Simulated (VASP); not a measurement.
Here is a VASP 6.6.1 calculation.

INCAR

```
SYSTEM = HC20
ALGO     = Normal         ! electronic algorithm
DIPOL    = 0.5 0.5 0.305
EDIFF    = 1E-6           ! SCF threshold, eV
ENCUT    = 520            ! plane-wave cutoff, eV
GGA      = PE             ! functional
IDIPOL   = 3            
ISIF     = 2              ! what is computed and relaxed
ISMEAR   = 0              ! smearing method
IVDW     = 12             ! dispersion correction
LASPH    = .True.         ! aspherical terms in the spheres
LCHARG   = .False.        ! write CHGCAR
LDIPOL   = .True.       
LREAL    = Auto         
LWAVE    = .False.        ! write WAVECAR
NBANDS   = 56             ! bands
NELM     = 60             ! most SCF steps
PREC     = Accurate       ! precision mode
SIGMA    = 0.1            ! smearing width, eV
```

File KPOINTS:

```
k-points
0
Gamma
  6 4 1
  0 0 0
```

File POSCAR:

```
HC20
1.0
    4.9292027291      0.0000000000      0.0000000000
    0.0000000000      6.8054113579      0.0000000000
    0.0000000000      0.0000000000     22.2346643469
C H
20 1
Direct
    0.3122885183      0.2500141188      0.1798992752
    0.8122885183      0.2500141188      0.1798992752
    0.0622635010      0.2500141188      0.2119095571
    0.5622635010      0.2500141188      0.2119095571
    0.1871989222      0.7499858812      0.2279080302
    0.6871989222      0.7499858812      0.2279080302
    0.4371739048      0.7499858812      0.2599183120
    0.9371739048      0.7499858812      0.2599183120
    0.0621093260      0.2500141188      0.2759167852
    0.5621093260      0.2500141188      0.2759167852
    0.3120409925      0.2500133946      0.3071026518
    0.8120409925      0.2500133946      0.3071026518
    0.4371093881      0.7499905632      0.3309339292
    0.9371093881      0.7499905632      0.3309339292
    0.1866551682      0.7499900467      0.3565506911
    0.6866551682      0.7499900467      0.3565506911
    0.3119519864      0.2500147752      0.3740490919
    0.8119519864      0.2500147752      0.3740490919
    0.0621664184      0.2500173699      0.4018349100
    0.5621664184      0.2500173699      0.4018349100
    0.3954997517      0.4166840366      0.5502518120
```

Potentials or basis: VASP PAW PBE potentials, release 64 (C, H).

Command:

```console
$ cat potpaw_PBE.64/C/POTCAR potpaw_PBE.64/H/POTCAR > POTCAR
$ mpirun -np 1 vasp_std > vasp.out
```

(1) Predict the band gap on the k mesh.

(2) Predict the dispersion energy per atom.

(3) Predict the largest force.

Answers

(1) zero (an odd number of electrons rules out a gap without spin polarisation).

(2) -0.103 eV.

(3) 3.481 eV/Å.

Caveat: an odd number of electrons without spin polarisation forces a metal; a magnetic or distorted state may lie lower.
